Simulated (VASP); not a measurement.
Crystal: NbP.

```
Nb P
1.0
    -1.68602    1.68602    5.77812
     1.68602   -1.68602    5.77812
     1.68602    1.68602   -5.77812
Nb P
2 2
Direct
  0.24988 0.74988 0.50000
  0.49988 0.49988 0.00000
  0.83275 0.33275 0.50000
  0.08275 0.08275 0.00000
```

This cell differs from its parent crystal: volume scaled by 1.02.

Base run:

```yaml
Program: VASP 6.6.1
Functional: PBE
Potentials_or_basis: VASP PAW PBE potentials, release 64 (Nb_sv, P)
Cutoff: 520 eV
k_mesh: 11 × 11 × 11
Occupations: fermi-dirac, width 0.05 eV
Spin: no spin polarisation
```

Its results: band gap on the k mesh zero (filled and empty bands touch); pressure -4.9 GPa; largest force 0.008 eV/Å.

Q: The run is repeated on the same cell with these changes: functional from PBE to PBEsol. What comes out?

A: Band gap on the k mesh zero (filled and empty bands touch); pressure -9.9 GPa; largest force 0.010 eV/Å.

PBEsol binds more tightly than PBE, so the same cell stands under less pressure.

Caveats: the PAW data sets were made with another functional, which shifts forces and pressure a little (some runs).
